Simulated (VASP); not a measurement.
# MnSbSe2S (C2/m) in VASP: a series of runs

MnSbSe2S is run at these levels: PBEsol, r2SCAN; tasks: single point.

Program: VASP 6.6.1. These are calculated values, not measurements. Logs are shortened: lines on timing, memory, paths and dates and some standing lists are left out, and cuts for length are marked.

## (1) The cell of the first run

It takes space group C2/m (No. 12, monoclinic). The conventional cell has a = 12.633 Å, b = 3.828 Å, c = 9.585 Å, α = 90.00°, β = 91.27°, γ = 90.00°. S (site symmetry m) has 2 Mn at 2.69 Å and 5 Se at 3.53 to 3.84 Å and 3 Sb at 3.61 to 3.84 Å and 5 S at 3.72 to 3.83 Å within 3.9 Å. Sb (site symmetry m) has 5 Se at 2.47 to 2.99 Å within 3.3 Å. Within 3.3 Å of Se (site symmetry m) lie 2 Mn at 2.52 to 2.63 Å and 2 Sb at 2.59 Å. Within 3.3 Å of Se (site symmetry m) lie 3 Sb at 2.47 to 2.99 Å and 2 Mn at 2.64 Å. Mn (site symmetry 2/m) has 6 Se at 2.52 to 2.64 Å within 3.3 Å. Within 3.5 Å of Mn (site symmetry 2/m) lie 2 Se at 2.63 Å and 4 S at 2.69 Å.

## (2) Single point, PBEsol

INCAR reads:

```
PREC = Accurate ; ENCUT = 520
EDIFF = 1E-7 ; ISMEAR = -1
SIGMA = 0.1 ; LREAL = False
LASPH = True ; NELM = 80
ALGO = Normal ; ISIF = 2
LWAVE = False ; LCHARG = False
GGA = PS ; NBANDS = 47
```

KPOINTS reads:

```
Automatic mesh
0
Gamma
  5 5 2
```

POSCAR reads:

```
MnSbSe2S
1.0
    0.0000000000      3.8280780000      0.0000000000
    6.3165800000     -1.9140390000      0.0000000000
    0.2124370000      0.0000000000     -9.5823070000
S Sb Se Mn
2 2 4 2
Direct
    0.3633600000      0.7267200000      0.9229000000
    0.6366400000      0.2732800000      0.0771000000
    0.2938500000      0.5877000000      0.3152400000
    0.7061500000      0.4123000000      0.6847600000
    0.0744200000      0.1488400000      0.7419900000
    0.9255800000      0.8511600000      0.2580100000
    0.3611000000      0.7222000000      0.5547700000
    0.6389000000      0.2778000000      0.4452300000
    0.0000000000      0.0000000000      0.5000000000
    0.0000000000      0.0000000000      0.0000000000
```

Potentials or basis: VASP PAW PBE potentials, release 64 (S, Sb, Se, Mn_pv).

Started as:

```sh
cat potpaw_PBE.64/S/POTCAR potpaw_PBE.64/Sb/POTCAR potpaw_PBE.64/Se/POTCAR potpaw_PBE.64/Mn_pv/POTCAR > POTCAR
mpirun -np 1 vasp_std > vasp.out
```

OUTCAR:

```text
PREC = Accurate
   ENCUT = 520
   EDIFF = 1E-7
   ISMEAR = -1
   LREAL = False
   LASPH = True
   NELM = 80
   ISIF = 2
   GGA = PS

 ion  position               nearest neighbor table
   1  0.363  0.727  0.923-  10 2.69  10 2.69
   2  0.637  0.273  0.077-  10 2.69  10 2.69
   3  0.294  0.588  0.315-   7 2.47   6 2.59   6 2.59   8 2.99   8 2.99
   4  0.706  0.412  0.685-   8 2.47   5 2.59   5 2.59   7 2.99   7 2.99
   5  0.074  0.149  0.742-   9 2.52   4 2.59   4 2.59  10 2.63
   6  0.926  0.851  0.258-   9 2.52   3 2.59   3 2.59  10 2.63
   7  0.361  0.722  0.555-   3 2.47   9 2.64   9 2.64   4 2.99   4 2.99
   8  0.639  0.278  0.445-   4 2.47   9 2.64   9 2.64   3 2.99   3 2.99
   9  0.000  0.000  0.500-   5 2.52   6 2.52   8 2.64   7 2.64   8 2.64   7 2.64
  10  0.000  0.000  0.000-   5 2.63   6 2.63   2 2.69   2 2.69   1 2.69   1 2.69

  LATTYP: Found a base centered monoclinic cell.
 ALAT       =    12.6331600000
 B/A-ratio  =     0.3030182472
 C/A-ratio  =     0.7586907428
 COS(beta)  =    -0.0221642673

  Lattice vectors:

 A1 = (  -6.3165800000,  -1.9140390000,   0.0000000000)
 A2 = (  -6.3165800000,   1.9140390000,   0.0000000000)
 A3 = (   0.2124370000,   0.0000000000,  -9.5823070000)

Analysis of symmetry for initial positions (statically):
=====================================================================
 Subroutine PRICEL returns:
 Original cell was already a primitive cell.

 Routine SETGRP: Setting up the symmetry group for a
 base centered monoclinic supercell.

 Subroutine GETGRP returns: Found  4 space group operations
 (whereof  4 operations were pure point group operations)
 out of a pool of  4 trial point group operations.

The static configuration has the point symmetry C_2h.

Analysis of symmetry for dynamics (positions and initial velocities):
=====================================================================
 Subroutine PRICEL returns:
 Original cell was already a primitive cell.

 Routine SETGRP: Setting up the symmetry group for a
 base centered monoclinic supercell.

 Subroutine GETGRP returns: Found  4 space group operations
 (whereof  4 operations were pure point group operations)
 out of a pool of  4 trial point group operations.

The dynamic configuration has the point symmetry C_2h.

[... 109 lines left out ...]
   EDIFFG = 0.1E-05   stopping-criterion for IOM
   NSW    =      0    number of steps for IOM
   IBRION =     -1    ionic relax: 0-MD 1-quasi-New 2-CG
   NFREE  =      0    steps in history (QN), initial steepest desc. (CG)
   ISIF   =      2    stress and relaxation
   ISYM   =      2    0-nonsym 1-usesym 2-fastsym
   POTIM  = 0.5000    time-step for ionic-motion
   TEBEG  =    0.0;   TEEND  =   0.0 temperature during run
   PSTRESS=    0.0 pullay stress
   NELECT =      72.0000    total number of electrons
   NUPDOWN=      -1.0000    fix difference up-down
   EMIN   =  10.00;   EMAX   =-10.00  energy-range for DOS
   EFERMI =   0.00;   METHOD = LEGACY
   ISMEAR =    -1;   SIGMA  =   0.10  broadening in eV -4-tet -1-fermi 0-gaus
   EFERMI_NEDOS =   21; number of points for ismear=-14 and -15
   IALGO  =     38    algorithm
   IMIX   =      4    mixing-type and parameters
     AMIX     =   0.40;   BMIX     =  1.00
     AMIX_MAG =   1.60;   BMIX_MAG =  1.00
  volume/ion in A,a.u.               =      23.17       156.36
  Fermi-wavevector in a.u.,A,eV,Ry     =   1.108855  2.095432 16.729168  1.229559
  Thomas-Fermi vector in A             =   2.245387
   LORBIT       =      0    0 simple, 1 ext, 2 COOP (PROOUT), +10 PAW based schemes
   GGA     = PS    functional components
   LHFCALC =     F    Hartree Fock is set to
   AEXX    =    0.0000 exact exchange contribution
   IVDW    =     0    specifies the selected vdW correction
   LEPSILON=     F    determine dielectric tensor
   LRPA    =     F    only Hartree local field effects (RPA)
 non-spin polarized calculation
  energy-cutoff  :      520.00
  volume of cell :      231.70
 maximum number of plane-waves:      6264
   NGX = 15   NGY = 25   NGZ = 35

 number of electron      71.9999999 magnetization

 Free energy of the ion-electron system (eV)
  ---------------------------------------------------
  ext. energy  EPLUGINS =         0.00000000
  ---------------------------------------------------
  free energy    TOTEN  =       -50.17297915 eV

  energy without entropy =      -49.65669186  energy(sigma->0) =      -49.91483551

 E-fermi :   4.8150     XC(G=0):  -9.9044

 val. band max:        4.8135976087   @ k =   0.2000  -0.0000   0.0000
 cond. band min:       4.8151358238   @ k =   0.2000  -0.0000   0.5000
 fundamental gap:      0.0015382152
 Fermi energy:         4.8149574338

 k-point     1 :       0.0000    0.0000    0.0000
  band No.  band energies     occupation
      1     -43.0022      2.00000
      2     -42.9814      2.00000
      3     -42.9779      2.00000
      4     -42.7467      2.00000
      5     -42.7052      2.00000
      6     -42.6333      2.00000
[... 889 lines left out ...]
     46       8.0493      0.00000
     47       8.1412      0.00000

------------------------ aborting loop because EDIFF is reached ----------------------------------------

  FORCE on cell =-STRESS in cart. coord.  units (eV):
  Direction    XX          YY          ZZ          XY          YZ          ZX
  --------------------------------------------------------------------------------------
  -------------------------------------------------------------------------------------
  Total       -7.9338069     -9.6181979     -3.8345858      0.0000000      0.0000000      1.8473534
  in kB      -54.8604479    -66.5076240    -26.5152778      0.0000000      0.0000000     12.7740233
  external PRESSURE =     -49.2944499 kB  Pullay stress =       0.0000000 kB

 VOLUME and BASIS-vectors are now :
 -----------------------------------------------------------------------------
  energy-cutoff  :      520.00
  volume of cell :      231.70
      direct lattice vectors                 reciprocal lattice vectors
     0.000000000  3.828078000  0.000000000     0.079156759  0.261227697  0.001754883
     6.316580000 -1.914039000  0.000000000     0.158313518  0.000000000  0.003509765
     0.212437000  0.000000000 -9.582307000     0.000000000  0.000000000 -0.104359002

 POSITION                                       TOTAL-FORCE (eV/Angst)
 -----------------------------------------------------------------------------------
      4.78644      0.00000     -8.84351         2.188860     -0.000000     -1.032346
      1.74257      1.91404     -0.73880        -2.188860     -0.000000      1.032346
      3.77922      0.00000     -3.02073        -1.994296      0.000000      2.304776
      2.74979      1.91404     -6.56158         1.994296     -0.000000     -2.304776
      1.09779      0.00000     -7.10998        -2.103811      0.000000     -0.598828
      5.43123      1.91404     -2.47233         2.103811     -0.000000      0.598828
      4.67969      0.00000     -5.31598         2.214506     -0.000000     -1.317309
      1.84933      1.91404     -4.26633        -2.214506     -0.000000      1.317309
      0.10622      0.00000     -4.79115         0.000000     -0.000000      0.000000
      0.00000      0.00000      0.00000         0.000000      0.000000      0.000000
 -----------------------------------------------------------------------------------
    total drift:                                0.000000     -0.000000     -0.000000

  FREE ENERGIE OF THE ION-ELECTRON SYSTEM (eV)
  ---------------------------------------------------
  free  energy   TOTEN  =       -50.1729791484 eV

  energy  without entropy=      -49.6566918618  energy(sigma->0) =      -49.91483551
```

Run time: 2.6 min. Hardware: 1 thread of Intel Xeon 6975P-C (Granite Rapids), shared host; peak memory 0.42 GiB.

Results:

```
Free energy            : -50.1730 eV
Pressure               : -4.9 GPa
Largest force          : 3.048 eV/Å
Band gap on the k mesh : zero (bands 36 and 37 overlap by 0.14 eV)
```

Forces on the atoms (eV/Å):
```
S    2.189  0.000 -1.032
S   -2.189  0.000  1.032
Sb  -1.994  0.000  2.305
Sb   1.994  0.000 -2.305
Se  -2.104  0.000 -0.599
Se   2.104  0.000  0.599
Se   2.215  0.000 -1.317
Se  -2.215  0.000  1.317
Mn   0.000  0.000  0.000
Mn   0.000  0.000  0.000
```

Stress tensor (GPa, compression positive):
```
-5.49  0.00  1.28
 0.00 -6.65  0.00
 1.28  0.00 -2.65
```

Levels at points of the mesh, in eV from the Fermi level:
```
           k point  band 34  band 35  band 36  band 37  band 38  band 39
(0.00, 0.00, 0.00)    -0.38    -0.36    -0.19    -0.14     0.09     0.41
(0.00, 0.00, 0.50)    -0.31    -0.30    -0.21     0.02     0.04     0.38
```

Caveat: the cell stands under tension; the PAW data sets were made with another functional, which shifts forces and pressure a little; spin-orbit coupling is left out, which moves the levels of the heavy elements; the run has no spin polarisation, though such a crystal can be magnetic; semilocal functionals often make such compounds metallic where correlation or magnetic order opens a gap, which also shifts bond lengths. With open d or f shells a metallic result of PBEsol can be an artefact of self-interaction; +U or a hybrid may open a gap.

(Continued in part 2 of 2.)

The gap in the log of VASP goes by the Fermi energy; the results here count the filled bands.